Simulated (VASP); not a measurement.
# Fe (Pm-3m) in VASP: further runs

The runs below take Fe through single point, relaxation of cell and atoms, with PBE.

Program: VASP 6.6.1. These are calculated values, not measurements. Logs are shortened: lines on timing, memory, paths and dates and some standing lists are left out, and cuts for length are marked.

### 1 The cell of the first run

Symmetry: Pm-3m, No. 221, cubic system. The conventional cell has a = 3.405 Å, b = 3.405 Å, c = 3.405 Å, α = 90.00°, β = 90.00°, γ = 90.00°. Fe (site symmetry 4/mmm) has 8 Fe at 2.41 Å within 3.2 Å.

The cell was generated, and may not be a known phase.

### 2 Single point, PBE, collinear spin, ferromagnetic start

Input file INCAR:

```
SYSTEM = Fe
ALGO = Fast
EDIFF = 1E-6
ENCUT = 520
GGA = PE
ISIF = 2
ISMEAR = 0
ISPIN = 2
LASPH = .TRUE.
LCHARG = .TRUE.
LELF = .TRUE.
LMAXMIX = 4
LORBIT = 11
LREAL = .FALSE.
LVHAR = .TRUE.
LWAVE = .FALSE.
MAGMOM = 4 4 4
NBANDS = 23
NELM = 150
PREC = Accurate
SIGMA = 0.1
```

Input file KPOINTS:

```
k-points
0
G
  6 6 6
  0 0 0
```

Input file POSCAR:

```
Fe
1.0
    3.4048762412      0.0000000000      0.0000000000
    0.0000000000      3.4048762412      0.0000000000
    0.0000000000      0.0000000000      3.4048762412
Fe
3
Direct
    0.0000000000      0.0000000000      0.5000000000
    0.0000000000      0.5000000000      0.0000000000
    0.5000000000      0.0000000000      0.0000000000
```

Potentials or basis: VASP PAW PBE potentials, release 64 (Fe).

The run is started by

```console
$ cat potpaw_PBE.64/Fe/POTCAR > POTCAR
$ mpirun -np 1 vasp_std > vasp.out
```

OUTCAR:

```text
SYSTEM = Fe
   EDIFF = 1E-6
   ENCUT = 520
   GGA = PE
   ISIF = 2
   ISMEAR = 0
   ISPIN = 2
   LASPH = .TRUE.
   LORBIT = 11
   LREAL = .FALSE.
   NELM = 150
   PREC = Accurate

 ion  position               nearest neighbor table
   1  0.000  0.000  0.500-   2 2.41   3 2.41   2 2.41   3 2.41   2 2.41   2 2.41   3 2.41   3 2.41

   2  0.000  0.500  0.000-   1 2.41   3 2.41   1 2.41   1 2.41   3 2.41   1 2.41   3 2.41   3 2.41

   3  0.500  0.000  0.000-   1 2.41   2 2.41   1 2.41   2 2.41   1 2.41   2 2.41   1 2.41   2 2.41

  LATTYP: Found a simple cubic cell.
 ALAT       =     3.4048762412

  Lattice vectors:

 A1 = (   3.4048762412,   0.0000000000,   0.0000000000)
 A2 = (   0.0000000000,   3.4048762412,   0.0000000000)
 A3 = (   0.0000000000,   0.0000000000,   3.4048762412)

Analysis of symmetry for initial positions (statically):
=====================================================================
 Subroutine PRICEL returns:
 Original cell was already a primitive cell.

 Routine SETGRP: Setting up the symmetry group for a
 simple cubic supercell.

 Subroutine GETGRP returns: Found 48 space group operations
 (whereof 48 operations were pure point group operations)
 out of a pool of 48 trial point group operations.

The static configuration has the point symmetry O_h .

Analysis of symmetry for dynamics (positions and initial velocities):
=====================================================================
 Subroutine PRICEL returns:
 Original cell was already a primitive cell.

 Routine SETGRP: Setting up the symmetry group for a
 simple cubic supercell.

 Subroutine GETGRP returns: Found 48 space group operations
 (whereof 48 operations were pure point group operations)
 out of a pool of 48 trial point group operations.

The dynamic configuration has the point symmetry O_h .

Analysis of structural, dynamic, and magnetic symmetry:
=====================================================================
 Subroutine PRICEL returns:
 Original cell was already a primitive cell.

 Routine SETGRP: Setting up the symmetry group for a
 simple cubic supercell.

 Subroutine GETGRP returns: Found 48 space group operations
 (whereof 48 operations were pure point group operations)
 out of a pool of 48 trial point group operations.

The overall configuration has the point symmetry O_h .

 Subroutine INISYM returns: Found 48 space group operations
 (whereof 48 operations are pure point group operations),
 and found     1 'primitive' translations
[... 117 lines left out ...]
   GGA     = PE    functional components
   LHFCALC =     F    Hartree Fock is set to
   AEXX    =    0.0000 exact exchange contribution
   IVDW    =     0    specifies the selected vdW correction
   LEPSILON=     F    determine dielectric tensor
   LRPA    =     F    only Hartree local field effects (RPA)
 spin polarized calculation
 RMM-DIIS sequential band-by-band and
 Gauss-broadening in eV      SIGMA  =   0.10
  energy-cutoff  :      520.00
  volume of cell :       39.47
 maximum number of plane-waves:      1080
 NGX is ok and might be reduce to    28
   NGX = 13   NGY = 13   NGZ = 13

 number of electron      24.0000000 magnetization      12.0000000

 number of electron      23.9999985 magnetization       5.7802455

 Free energy of the ion-electron system (eV)
  ---------------------------------------------------
  ext. energy  EPLUGINS =         0.00000000
  ---------------------------------------------------
  free energy    TOTEN  =       -22.67173422 eV

  energy without entropy =      -22.65444383  energy(sigma->0) =      -22.66308903

 E-fermi :   4.4415     XC(G=0): -12.1341

 val. band max:        4.4207455586   @ k =   0.5000   0.5000   0.1667
 cond. band min:       4.4594314109   @ k =   0.1667   0.1667   0.0000
 fundamental gap:      0.0386858524
 Fermi energy:         4.4415376654

 spin component 1

 k-point     1 :       0.0000    0.0000    0.0000
  band No.  band energies     occupation
      1      -3.3152      1.00000
      2      -0.8950      1.00000
      3       0.6711      1.00000
      4       0.6711      1.00000
      5       0.6711      1.00000
      6       0.8576      1.00000
[... 509 lines left out ...]
     22      12.1716      0.00000
     23      12.9347      0.00000
 Fermi energy:         4.4415376654

 spin component 2

 k-point     1 :       0.0000    0.0000    0.0000
  band No.  band energies     occupation
      1      -3.0375      1.00000
      2       0.6783      1.00000
      3       1.9461      1.00000
      4       1.9463      1.00000
      5       1.9463      1.00000
      6       2.2436      1.00000
[... 509 lines left out ...]
     22      13.2027      0.00000
     23      13.6068      0.00000

------------------------ aborting loop because EDIFF is reached ----------------------------------------

  FORCE on cell =-STRESS in cart. coord.  units (eV):
  Direction    XX          YY          ZZ          XY          YZ          ZX
  --------------------------------------------------------------------------------------
  -------------------------------------------------------------------------------------
  Total       -0.0524732     -0.0524732     -0.0524732     -0.0000000      0.0000000     -0.0000000
  in kB       -2.1298273     -2.1298273     -2.1298273     -0.0000000      0.0000000     -0.0000000
  external PRESSURE =      -2.1298273 kB  Pullay stress =       0.0000000 kB

 VOLUME and BASIS-vectors are now :
 -----------------------------------------------------------------------------
  energy-cutoff  :      520.00
  volume of cell :       39.47
      direct lattice vectors                 reciprocal lattice vectors
     3.404876241  0.000000000  0.000000000     0.293696431  0.000000000  0.000000000
     0.000000000  3.404876241  0.000000000     0.000000000  0.293696431  0.000000000
     0.000000000  0.000000000  3.404876241     0.000000000  0.000000000  0.293696431

 POSITION                                       TOTAL-FORCE (eV/Angst)
 -----------------------------------------------------------------------------------
      0.00000      0.00000      1.70244         0.000000      0.000000      0.000000
      0.00000      1.70244      0.00000         0.000000      0.000000      0.000000
      1.70244      0.00000      0.00000         0.000000      0.000000      0.000000
 -----------------------------------------------------------------------------------
    total drift:                               -0.000000      0.000000     -0.000000

  FREE ENERGIE OF THE ION-ELECTRON SYSTEM (eV)
  ---------------------------------------------------
  free  energy   TOTEN  =       -22.6717342237 eV

  energy  without entropy=      -22.6544438325  energy(sigma->0) =      -22.66308903

 total charge

# of ion       s       p       d       tot
------------------------------------------
    1        0.522   0.468   6.280   7.269
    2        0.522   0.468   6.280   7.269
    3        0.522   0.468   6.280   7.269
--------------------------------------------------
tot          1.565   1.403  18.839  21.807

 magnetization (x)

# of ion       s       p       d       tot
------------------------------------------
    1       -0.002  -0.024   1.939   1.913
    2       -0.002  -0.024   1.939   1.913
    3       -0.002  -0.024   1.939   1.913
--------------------------------------------------
tot         -0.005  -0.072   5.816   5.739
```

stdout:

```text
POSCAR found type information on POSCAR Fe
 POSCAR found :  1 types and       3 ions
 scaLAPACK will be used
 LDA part: xc-table for (Slater+PW92), standard interpolation
 POSCAR, INCAR and KPOINTS ok, starting setup
 FFT: planning ... GRIDC
 FFT: planning ... GRID_SOFT
 FFT: planning ... GRID
 WAVECAR not read
 entering main loop
```

Wall time 20 s (1 thread of Intel Xeon 6975P-C (Granite Rapids), shared host); peak memory 0.17 GiB.

What came out:

* Free energy: -22.6717 eV
* Pressure: -0.2 GPa
* Net moment: 5.78 μB per cell
* Site moments: Fe +1.91 μB
* Valence electrons inside the program's atomic spheres: Fe 7.27

### 3 Relaxation of cell and atoms, PBE, collinear spin, ferromagnetic start

This run uses another cell than the first one, of 12.23 Å³/atom.

Input file INCAR:

```
PREC = Accurate
ENCUT = 600
EDIFF = 1E-7
ISMEAR = 0
SIGMA = 0.1
LREAL = False
LASPH = True
NELM = 150
ALGO = Fast
ISIF = 3
LWAVE = False
LCHARG = False
ISPIN = 2
MAGMOM = 4 4 4
LORBIT = 11
LMAXMIX = 4
GGA = PE
IBRION = 2
NSW = 90
EDIFFG = -0.04
```

Input file KPOINTS:

```
Automatic mesh
0
Gamma
  6 6 6
```

Input file POSCAR:

```
Fe
1.0
    3.3231590677      0.0000000000      0.0000000000
    0.0000000000      3.3231590677      0.0000000000
    0.0000000000      0.0000000000      3.3231590677
Fe
3
Direct
    0.0000000000      0.0000000000      0.5000000000
    0.0000000000      0.5000000000      0.0000000000
    0.5000000000      0.0000000000      0.0000000000
```

Potentials or basis: VASP PAW PBE potentials, release 64 (Fe).

The run is started by

```console
$ cat potpaw_PBE.64/Fe/POTCAR > POTCAR
$ mpirun -np 1 vasp_std > vasp.out
```

Run time: 52 s. Hardware: 1 thread of Intel Xeon 6975P-C (Granite Rapids), shared host; peak memory 0.18 GiB.

The run converged. Its results:

- Free energy: -22.6697 eV
- Relaxed volume: 13.12 Å³/atom
- Relaxed cell: a = 3.402 Å, b = 3.402 Å, c = 3.402 Å, α = 90.00°, β = 90.00°, γ = 90.00°
- Space group after relaxing (to 0.1 Å): Pm-3m (No. 221)
- Energy gained by relaxing: 29.6 meV/atom
- Ionic steps: 3
- Pressure after relaxing: 0.1 GPa
- Net moment: 5.76 μB per cell
- Site moments: Fe +1.91 μB
- Valence electrons inside the program's atomic spheres: Fe 7.27

The path:
| step | energy change (eV) | largest force (eV/Å) | pressure (GPa) | volume (Å³) |
| --- | --- | --- | --- | --- |
| 1 | 0.0000 | 0.0000 | 11.77 | 36.70 |
| 2 | -0.0426 | 0.0000 | -5.77 | 41.68 |
| 3 | -0.0888 | 0.0000 | 0.13 | 39.37 |

Final structure:
```
Fe
1.0
     3.40195    0.00000    0.00000
     0.00000    3.40195    0.00000
     0.00000    0.00000    3.40195
Fe
3
Direct
  0.00000 0.00000 0.50000
  0.00000 0.50000 0.00000
  0.50000 0.00000 0.00000
```

Levels at points of the mesh, in eV from the Fermi level:
Spin up:
| k point | band 12 | band 13 | band 14 | band 15 | band 16 | band 17 | band 18 | band 19 |
| --- | --- | --- | --- | --- | --- | --- | --- | --- |
| (0.00, 0.00, 0.00) | -0.58 | 0.43 | 0.88 | 0.88 | 0.88 | 4.82 | 4.82 | 4.82 |
| (0.50, 0.00, 0.00) | -1.15 | -0.92 | -0.92 | -0.80 | -0.37 | 0.88 | 9.16 | 9.16 |
| (0.50, 0.50, 0.00) | -1.54 | -1.24 | -0.76 | -0.53 | 0.14 | 1.76 | 3.16 | 3.16 |
| (0.50, 0.50, 0.50) | -0.83 | 0.33 | 0.55 | 0.55 | 0.55 | 2.20 | 2.20 | 2.20 |
Spin down:
```tsv
k point	band 5	band 6	band 7	band 8	band 9	band 10	band 11	band 12	band 13	band 14
(0.00, 0.00, 0.00)	-2.51	-2.21	-2.21	1.21	1.21	1.21	2.15	2.15	2.42	2.45
(0.50, 0.00, 0.00)	-1.25	-1.25	-0.81	-0.76	-0.76	0.58	0.79	0.82	1.18	1.18
(0.50, 0.50, 0.00)	-1.78	-0.98	-0.98	-0.68	-0.55	-0.55	0.56	0.86	0.86	0.93
(0.50, 0.50, 0.50)	-0.62	-0.62	-0.62	0.49	1.14	1.14	1.14	1.77	1.77	2.28
```

### 4 Single point, PBE, collinear spin, ferromagnetic start

This run uses another cell than the first one, of 13.22 Å³/atom.

Input file INCAR:

```
SYSTEM = Fe
ALGO = Normal ; EDIFF = 1E-7
ENCUT = 520 ; GGA = PE
ISIF = 2 ; ISMEAR = 0
ISPIN = 2 ; LASPH = .True.
LCHARG = .False. ; LMAXMIX = 4
LORBIT = 11 ; LREAL = .False.
LWAVE = .False. ; MAGMOM = 2.11 2.11 2.11
NBANDS = 23 ; NELM = 150
PREC = Accurate ; SIGMA = 0.1
```

Input file KPOINTS:

```
k-points
0
Gamma
  14 14 14
  0 0 0
```

Input file POSCAR:

```
Fe
1.0
    3.4105563450      0.0000000000      0.0000000000
    0.0000000000      3.4105563450      0.0000000000
    0.0000000000      0.0000000000      3.4105563450
Fe
3
Direct
    0.0000000000      0.0000000000      0.5000000000
    0.0000000000      0.5000000000      0.0000000000
    0.5000000000      0.0000000000      0.0000000000
```

The run is started by

```console
$ cat potpaw_PBE.64/Fe/POTCAR > POTCAR
$ mpirun -np 1 vasp_std > vasp.out
```

It took 92 s on 1 thread of Intel Xeon 6975P-C (Granite Rapids), shared host; peak memory 0.27 GiB.

The run converged. Its results:

```
Free energy                                           : -22.6654 eV
Pressure                                              : -0.2 GPa
Net moment                                            : 5.94 μB per cell
Site moments                                          : Fe +1.96 μB
Valence electrons inside the program's atomic spheres : Fe 7.26
```

Levels at points of the mesh, in eV from the Fermi level:
Spin up:
```csv
k point,band 11,band 12,band 13,band 14,band 15,band 16,band 17,band 18,band 19,band 20
"(0.00, 0.00, 0.00)",-0.66,-0.66,0.33,0.78,0.78,0.78,4.72,4.72,4.72,11.22
"(0.50, 0.00, 0.00)",-1.56,-1.23,-1.00,-1.00,-0.88,-0.46,0.79,9.02,9.02,11.15
"(0.50, 0.50, 0.00)",-1.61,-1.61,-1.32,-0.85,-0.61,0.05,1.67,3.04,3.04,13.23
"(0.50, 0.50, 0.50)",-0.92,-0.92,0.26,0.45,0.45,0.45,2.11,2.11,2.11,7.61
```
Spin down:
| k point | band 5 | band 6 | band 7 | band 8 | band 9 | band 10 | band 11 | band 12 | band 13 | band 14 |
| --- | --- | --- | --- | --- | --- | --- | --- | --- | --- | --- |
| (0.00, 0.00, 0.00) | -2.51 | -2.22 | -2.22 | 1.18 | 1.18 | 1.18 | 2.12 | 2.12 | 2.37 | 2.41 |
| (0.50, 0.00, 0.00) | -1.27 | -1.27 | -0.83 | -0.77 | -0.77 | 0.55 | 0.77 | 0.79 | 1.14 | 1.14 |
| (0.50, 0.50, 0.00) | -1.79 | -0.99 | -0.99 | -0.69 | -0.57 | -0.57 | 0.53 | 0.84 | 0.84 | 0.90 |
| (0.50, 0.50, 0.50) | -0.64 | -0.64 | -0.64 | 0.45 | 1.12 | 1.12 | 1.12 | 1.73 | 1.73 | 2.24 |

### 5 The runs side by side

```tsv
task	cell	k mesh	cutoff (eV)	gap on the mesh (eV)	pressure (GPa)	moment (μB)
single point	a = 3.405 Å, 3 atoms	6 × 6 × 6	520	none	-0.2	5.78
relaxation of cell and atoms	relaxed from a = 3.323 Å, 3 atoms	6 × 6 × 6	600	none	0.1	5.76
single point	a = 3.411 Å, 3 atoms	14 × 14 × 14	520	none	-0.2	5.94
```

Alike in all rows: level PBE; potentials or basis VASP PAW PBE potentials, release 64 (Fe); spin collinear, ferromagnetic start; smearing gaussian 0.1 eV.

Absolute energies hang on the potentials; compare differences alone.

The gap in the log of VASP goes by the Fermi energy; the results here count the filled bands.